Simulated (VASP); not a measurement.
# SiO2 (Pbcn) in VASP: electric field gradients with PBE

Aim: the electric field gradients of SiO2 with PBE.

All numbers are computed with VASP 6.6.1; they aren't measurements. Logs are shortened: lines on timing, memory, paths and dates and some standing lists are left out, and cuts for length are marked.

## Step 1: The cell of the first run

The structure is orthorhombic, space group Pbcn (No. 60). The conventional cell has a = 4.097 Å, b = 5.046 Å, c = 4.495 Å, α = 90.00°, β = 90.00°, γ = 90.00°. Within 2.4 Å of Si (site symmetry 2) lie 6 O at 1.77 to 1.83 Å. Within 2.7 Å of O (site symmetry 1) lie 3 Si at 1.77 to 1.83 Å and 12 O at 2.35 to 2.68 Å.

## Step 2: Electric field gradients, PBE

INCAR reads:

```
SYSTEM = SiO2
PREC     = Accurate       ! precision mode
ENCUT    = 520            ! plane-wave cutoff, eV
EDIFF    = 1E-8           ! SCF threshold, eV
ISMEAR   = 0              ! smearing method
SIGMA    = 0.01           ! smearing width, eV
LREAL    = Auto         
LASPH    = .TRUE.         ! aspherical terms in the spheres
NELM     = 60             ! most SCF steps
ALGO     = Normal         ! electronic algorithm
ISIF     = 2              ! what is computed and relaxed
LWAVE    = .FALSE.        ! write WAVECAR
LCHARG   = .FALSE.        ! write CHGCAR
GGA      = PE             ! functional
LEFG     = .TRUE.       
NBANDS   = 82             ! bands
```

KPOINTS reads:

```
regular mesh
0
G
  4 4 4
  0 0 0
```

POSCAR reads:

```
SiO2
1.0
    0.0000000000      5.0462000000      4.4946000000
    4.0970000000      0.0000000000      4.4946000000
    4.0970000000      5.0462000000      0.0000000000
Si O
8 16
Direct
    0.2012040125      0.0487959875      0.9512040125
    0.7012040125      0.5487959875      0.4512040125
    0.2987959875      0.4512040125      0.0487959875
    0.7987959875      0.9512040125      0.5487959875
    0.7987959875      0.9512040125      0.0487959875
    0.2987959875      0.4512040125      0.5487959875
    0.2012040125      0.0487959875      0.4512040125
    0.7012040125      0.5487959875      0.9512040125
    0.4027988700      0.5171693366      0.2144124150
    0.9027988700      0.0171693366      0.7144124150
    0.2671693366      0.1527988700      0.6156193785
    0.7671693366      0.6527988700      0.1156193785
    0.3656193785      0.7144124150      0.5171693366
    0.8656193785      0.2144124150      0.0171693366
    0.4644124150      0.1156193785      0.1527988700
    0.9644124150      0.6156193785      0.6527988700
    0.0972011300      0.9828306634      0.2855875850
    0.5972011300      0.4828306634      0.7855875850
    0.2328306634      0.3472011300      0.8843806215
    0.7328306634      0.8472011300      0.3843806215
    0.1343806215      0.7855875850      0.9828306634
    0.6343806215      0.2855875850      0.4828306634
    0.0355875850      0.3843806215      0.3472011300
    0.5355875850      0.8843806215      0.8472011300
```

Potentials or basis: VASP PAW PBE potentials, release 64 (Si, O).

Launch:

```
$ cat potpaw_PBE.64/Si/POTCAR potpaw_PBE.64/O/POTCAR > POTCAR
$ mpirun -np 1 vasp_std > vasp.out
```

OUTCAR:

```text
SYSTEM = SiO2
   PREC = Accurate
   ENCUT = 520
   EDIFF = 1E-8
   ISMEAR = 0
   LREAL = Auto
   LASPH = .TRUE.
   NELM = 60
   ISIF = 2
   GGA = PE

 ion  position               nearest neighbor table
   1  0.201  0.049  0.951-  19 1.77  21 1.77  17 1.77  24 1.77  11 1.83  14 1.83   5 2.72   6 2.72

   2  0.701  0.549  0.451-  20 1.77  22 1.77  18 1.77  23 1.77  12 1.83  13 1.83   5 2.72   6 2.72

   3  0.299  0.451  0.049-  18 1.77  23 1.77  21 1.77  19 1.77  15 1.83   9 1.83   7 2.72   8 2.72
[... 13 lines left out ...]
  11  0.267  0.153  0.616-   6 1.77   7 1.77   1 1.83
  12  0.767  0.653  0.116-   5 1.77   8 1.77   2 1.83
  13  0.366  0.714  0.517-   6 1.77   7 1.77   2 1.83
  14  0.866  0.214  0.017-   5 1.77   8 1.77   1 1.83
[... 8 lines left out ...]
  23  0.036  0.384  0.347-   3 1.77   2 1.77   7 1.83
  24  0.536  0.884  0.847-   4 1.77   1 1.77   8 1.83

  LATTYP: Found a face centered orthorhombic cell.
 ALAT       =     8.1940000000
 B/A-ratio  =     1.0970466195
 C/A-ratio  =     1.2316817183

  Lattice vectors:

 A1 = (   0.0000000000,   5.0462000000,  -4.4946000000)
 A2 = (   4.0970000000,   5.0462000000,   0.0000000000)
 A3 = (   4.0970000000,   0.0000000000,  -4.4946000000)

Analysis of symmetry for initial positions (statically):
=====================================================================
 Subroutine PRICEL returns following result:

  LATTYP: Found a simple orthorhombic cell.
 ALAT       =     4.0970000000
 B/A-ratio  =     1.0970466195
 C/A-ratio  =     1.2316817183

  Lattice vectors:

 A1 = (  -4.0970000000,   0.0000000000,   0.0000000000)
 A2 = (   0.0000000000,   0.0000000000,   4.4946000000)
 A3 = (   0.0000000000,   5.0462000000,   0.0000000000)

   2 primitive cells build up your supercell.

 Routine SETGRP: Setting up the symmetry group for a
 face centered orthorhombic supercell.

 Subroutine GETGRP returns: Found  8 space group operations
 (whereof  2 operations were pure point group operations)
 out of a pool of  8 trial point group operations.

The static configuration has the point symmetry S_2 .
 The point group associated with its full space group is D_2h.

Analysis of symmetry for dynamics (positions and initial velocities):
=====================================================================
 Subroutine PRICEL returns following result:

  LATTYP: Found a simple orthorhombic cell.
 ALAT       =     4.0970000000
 B/A-ratio  =     1.0970466195
 C/A-ratio  =     1.2316817183

  Lattice vectors:

 A1 = (  -4.0970000000,   0.0000000000,   0.0000000000)
 A2 = (   0.0000000000,   0.0000000000,   4.4946000000)
 A3 = (   0.0000000000,   5.0462000000,   0.0000000000)

   2 primitive cells build up your supercell.

 Routine SETGRP: Setting up the symmetry group for a
 face centered orthorhombic supercell.

 Subroutine GETGRP returns: Found  8 space group operations
 (whereof  2 operations were pure point group operations)
 out of a pool of  8 trial point group operations.

The dynamic configuration has the point symmetry S_2 .
 The point group associated with its full space group is D_2h.

 Subroutine INISYM returns: Found  8 space group operations
 (whereof  2 operations are pure point group operations),
 and found     2 'primitive' translations

----------------------------------------------------------------------------------------

                                     Primitive cell

  volume of cell :      92.9226

  direct lattice vectors                    reciprocal lattice vectors
    -4.097000000  0.000000000  0.000000000    -0.244081035  0.000000000  0.000000000
[... 98 lines left out ...]
   NELM   =     60;   NELMIN=  2; NELMDL= -5     # of ELM steps
   EDIFF  = 0.1E-07   stopping-criterion for ELM
   LREAL  =      T    real-space projection
   EDIFFG = 0.1E-06   stopping-criterion for IOM
   NSW    =      0    number of steps for IOM
   IBRION =     -1    ionic relax: 0-MD 1-quasi-New 2-CG
   NFREE  =      0    steps in history (QN), initial steepest desc. (CG)
   ISIF   =      2    stress and relaxation
   ISYM   =      2    0-nonsym 1-usesym 2-fastsym
   POTIM  = 0.5000    time-step for ionic-motion
   TEBEG  =    0.0;   TEEND  =   0.0 temperature during run
   PSTRESS=    0.0 pullay stress
   NELECT =     128.0000    total number of electrons
   NUPDOWN=      -1.0000    fix difference up-down
   EMIN   =  10.00;   EMAX   =-10.00  energy-range for DOS
   EFERMI =   0.00;   METHOD = LEGACY
   ISMEAR =     0;   SIGMA  =   0.01  broadening in eV -4-tet -1-fermi 0-gaus
   EFERMI_NEDOS =   21; number of points for ismear=-14 and -15
   IALGO  =     38    algorithm
   IMIX   =      4    mixing-type and parameters
     AMIX     =   0.40;   BMIX     =  1.00
     AMIX_MAG =   1.60;   BMIX_MAG =  1.00
  volume/ion in A,a.u.               =       7.74        52.26
  Fermi-wavevector in a.u.,A,eV,Ry     =   1.445754  2.732078 28.438951  2.090204
  Thomas-Fermi vector in A             =   2.563900
   LORBIT       =      0    0 simple, 1 ext, 2 COOP (PROOUT), +10 PAW based schemes
   GGA     = PE    functional components
   LHFCALC =     F    Hartree Fock is set to
   AEXX    =    0.0000 exact exchange contribution
   IVDW    =     0    specifies the selected vdW correction
   LEPSILON=     F    determine dielectric tensor
   LRPA    =     F    only Hartree local field effects (RPA)
 non-spin polarized calculation
 Gauss-broadening in eV      SIGMA  =   0.01
  energy-cutoff  :      520.00
  volume of cell :      185.85
 maximum number of plane-waves:      5022
   NGX = 25   NGY = 23   NGZ = 25

 number of electron     127.9999996 magnetization

 Free energy of the ion-electron system (eV)
  ---------------------------------------------------
  ext. energy  EPLUGINS =         0.00000000
  ---------------------------------------------------
  free energy    TOTEN  =      -183.81370313 eV

  energy without entropy =     -183.81370313  energy(sigma->0) =     -183.81370313

 E-fermi :   7.9612     XC(G=0): -12.3277

 val. band max:        7.8684692182   @ k =   0.0000   0.0000   0.0000
 cond. band min:      13.4605202961   @ k =   0.0000   0.0000   0.0000
 fundamental gap:      5.5920510780
 Fermi energy:         7.9611807429

 k-point     1 :       0.0000    0.0000    0.0000
  band No.  band energies     occupation
      1     -14.1292      2.00000
      2     -11.6485      2.00000
      3     -11.6485      2.00000
      4     -11.6485      2.00000
      5     -11.6485      2.00000
      6     -11.3793      2.00000
[... 1411 lines left out ...]
     75      18.4237      0.00000
     76      18.4237      0.00000
 [bands above 76 left out]

------------------------ aborting loop because EDIFF is reached ----------------------------------------

  FORCE on cell =-STRESS in cart. coord.  units (eV):
  Direction    XX          YY          ZZ          XY          YZ          ZX
  --------------------------------------------------------------------------------------
  -------------------------------------------------------------------------------------
  Total        5.2758787      6.8573466      7.7203622      0.0000000      0.0000000      0.0000000
  in kB       45.4835040     59.1173851     66.5574684      0.0000000      0.0000000      0.0000000
  external PRESSURE =      57.0527858 kB  Pullay stress =       0.0000000 kB

 VOLUME and BASIS-vectors are now :
 -----------------------------------------------------------------------------
  energy-cutoff  :      520.00
  volume of cell :      185.85
      direct lattice vectors                 reciprocal lattice vectors
     0.000000000  5.046200000  4.494600000    -0.122040517  0.099084460  0.111244605
     4.097000000  0.000000000  4.494600000     0.122040517 -0.099084460  0.111244605
     4.097000000  5.046200000  0.000000000     0.122040517  0.099084460 -0.111244605

 POSITION                                       TOTAL-FORCE (eV/Angst)
 -----------------------------------------------------------------------------------
      4.09700      5.81528      1.12365        -0.000000      0.028637     -0.000000
      4.09700      5.81528      5.61825        -0.000000      0.028637     -0.000000
      2.04850      1.75402      3.37095        -0.000000     -0.028637     -0.000000
      6.14550      6.80022      7.86555        -0.000000     -0.028637     -0.000000
      4.09700      4.27712      7.86555        -0.000000     -0.028637      0.000000
      4.09700      4.27712      3.37095        -0.000000     -0.028637      0.000000
[... 16 lines left out ...]
      2.99729      1.93163      1.88759         0.003317     -0.005004     -0.008044
      7.09429      6.97783      6.38219         0.003317     -0.005004     -0.008044
 -----------------------------------------------------------------------------------
    total drift:                                0.000000      0.000000     -0.000000

  FREE ENERGIE OF THE ION-ELECTRON SYSTEM (eV)
  ---------------------------------------------------
  free  energy   TOTEN  =      -183.8137031287 eV

  energy  without entropy=     -183.8137031287  energy(sigma->0) =     -183.81370313

 Electric field gradients (V/A^2)
---------------------------------------------------------------------
 ion       V_xx      V_yy      V_zz      V_xy      V_xz      V_yz
---------------------------------------------------------------------
   1      -0.032     8.985    -8.954     0.000    -5.445     0.000
   2      -0.032     8.985    -8.954     0.000    -5.445     0.000
   3      -0.032     8.985    -8.953    -0.000     5.444    -0.000
   4      -0.032     8.985    -8.953    -0.000     5.444    -0.000
   5      -0.032     8.985    -8.954     0.000    -5.445     0.000
   6      -0.032     8.985    -8.954     0.000    -5.445     0.000
[... 16 lines left out ...]
  23     -20.068    -0.916    20.985   -74.255   -62.446   -23.581
  24     -20.068    -0.916    20.985   -74.255   -62.446   -23.581
---------------------------------------------------------------------

 Electric field gradients after diagonalization (V/A^2)
 (convention: |V_zz| > |V_xx| > |V_yy|)
----------------------------------------------------------------------
 ion       V_xx      V_yy      V_zz     asymmetry (V_yy - V_xx)/ V_zz
----------------------------------------------------------------------
   1       8.985     2.546   -11.531       0.558
   2       8.985     2.546   -11.531       0.558
   3       8.985     2.546   -11.531       0.558
   4       8.985     2.546   -11.531       0.558
   5       8.985     2.546   -11.531       0.558
   6       8.985     2.546   -11.531       0.558
[... 16 lines left out ...]
  23      80.004    34.770  -114.774       0.394
  24      80.004    34.770  -114.774       0.394
----------------------------------------------------------------------

           NMR quadrupolar parameters

 Cq : quadrupolar parameter    Cq=e*Q*V_zz/h
 eta: asymmetry parameters     (V_yy - V_xx)/ V_zz
 Q  : nuclear electric quadrupole moment in mb (millibarn)
----------------------------------------------------------------------
 ion       Cq(MHz)       eta       Q (mb)
----------------------------------------------------------------------
   1      -0.028       0.558       1.000
   2      -0.028       0.558       1.000
   3      -0.028       0.558       1.000
   4      -0.028       0.558       1.000
   5      -0.028       0.558       1.000
   6      -0.028       0.558       1.000
[... 16 lines left out ...]
  23      -0.278       0.394       1.000
  24      -0.278       0.394       1.000
----------------------------------------------------------------------
```

It took 18 min on 1 thread of Intel Xeon 8259CL, shared host; peak memory 0.41 GiB.

Results:

```yaml
Free_energy: -183.8137 eV
Pressure: 5.7 GPa
Largest_force: 0.029 eV/Å
Band_gap_on_the_k_mesh: 5.59 eV
Largest_electric_field_gradient_by_atom: Si -11.5; O -114.8 V/Å²
```

Forces in eV/Å, atoms in the order of the input:
```
Si   0.000  0.029  0.000
Si   0.000  0.029  0.000
Si   0.000 -0.029  0.000
Si   0.000 -0.029  0.000
Si   0.000 -0.029  0.000
Si   0.000 -0.029  0.000
Si   0.000  0.029  0.000
Si   0.000  0.029  0.000
O    0.003  0.005 -0.008
O    0.003  0.005 -0.008
O   -0.003 -0.005 -0.008
O   -0.003 -0.005 -0.008
O    0.003 -0.005  0.008
O    0.003 -0.005  0.008
O   -0.003  0.005  0.008
O   -0.003  0.005  0.008
O   -0.003 -0.005  0.008
O   -0.003 -0.005  0.008
O    0.003  0.005  0.008
O    0.003  0.005  0.008
O   -0.003  0.005 -0.008
O   -0.003  0.005 -0.008
O    0.003 -0.005 -0.008
O    0.003 -0.005 -0.008
```

Stress tensor (GPa, compression positive):
```
4.55 0.00 0.00
0.00 5.91 0.00
0.00 0.00 6.66
```

Levels at points of the mesh, in eV from the valence-band top:
| k point | band 62 | band 63 | band 64 | band 65 | band 66 | band 67 |
| --- | --- | --- | --- | --- | --- | --- |
| (0.00, 0.00, 0.00) | -0.36 | -0.32 | 0.00 | 5.59 | 7.68 | 8.21 |
| (0.50, 0.00, 0.00) | -0.54 | -0.41 | -0.41 | 7.32 | 7.32 | 7.67 |
| (0.50, 0.50, 0.00) | -0.46 | -0.46 | -0.46 | 7.91 | 7.91 | 8.05 |
| (0.50, 0.00, 0.50) | -0.75 | -0.22 | -0.22 | 7.48 | 7.48 | 7.62 |
| (0.00, 0.50, 0.50) | -0.50 | -0.35 | -0.35 | 7.72 | 7.72 | 8.15 |

Electric field gradients, principal values (V/Å²):
```csv
atom,least,middle,greatest (by size)
1 Si,2.546,8.985,-11.531
2 Si,2.546,8.985,-11.531
3 Si,2.546,8.985,-11.531
4 Si,2.546,8.985,-11.531
5 Si,2.546,8.985,-11.531
6 Si,2.546,8.985,-11.531
7 Si,2.546,8.985,-11.531
8 Si,2.546,8.985,-11.531
9 O,34.775,80.005,-114.781
10 O,34.775,80.005,-114.781
11 O,34.769,80.004,-114.774
12 O,34.769,80.004,-114.774
13 O,34.776,79.995,-114.770
14 O,34.776,79.995,-114.770
15 O,34.770,80.004,-114.774
16 O,34.770,80.004,-114.774
17 O,34.775,80.005,-114.781
18 O,34.775,80.005,-114.781
19 O,34.769,80.004,-114.774
20 O,34.769,80.004,-114.774
21 O,34.776,79.995,-114.770
22 O,34.776,79.995,-114.770
23 O,34.770,80.004,-114.774
24 O,34.770,80.004,-114.774
```

Caveat: the cell stands under pressure; without QUAD_EFG the Cq values of the log hold for a quadrupole moment of 1 mb, not for the nuclei.
